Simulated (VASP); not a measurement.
Here is a VASP 6.6.1 calculation.

The input INCAR:

```
SYSTEM = Mg
PREC = Accurate
ENCUT = 600
EDIFF = 1E-8
ISMEAR = -1
SIGMA = 0.1
LREAL = .FALSE.
LASPH = .TRUE.
NELM = 100
ALGO = Normal
ISIF = 3
LWAVE = .FALSE.
LCHARG = .FALSE.
IBRION = 6
NFREE = 2
POTIM = 0.015
NSW = 1
```

Contents of KPOINTS:

```
regular mesh
0
G
  16 16 8
  0 0 0
```

The input POSCAR:

```
Mg
1.0
    2.8554662995      0.0000000000      0.0000000000
   -1.4277331498      2.4729063550      0.0000000000
    0.0000000000      0.0000000000      4.6019003280
Mg
2
Direct
    0.3333333333      0.6666666667      0.2500000000
    0.6666666667      0.3333333333      0.7500000000
```

Potentials or basis: VASP PAW LDA potentials, release 64 (Mg).

Command:

```bash
$ cat potpaw_LDA.64/Mg/POTCAR > POTCAR
$ mpirun -np 1 vasp_std > vasp.out
```

Task: Predict the Voigt bulk modulus.

Result: 90 GPa.

Task: Predict the highest phonon frequency at Γ.

Result: 401 cm⁻¹.

Clamped-ion elastic tensor (GPa):
```
155  66  49   0   0   0
 66 155  49   0   0   0
 49  49 173   0   0   0
  0   0   0  43   0   0
  0   0   0   0  43   0
  0   0   0   0   0  45
```

Caveat: the cell is under stress, which shifts elastic constants.
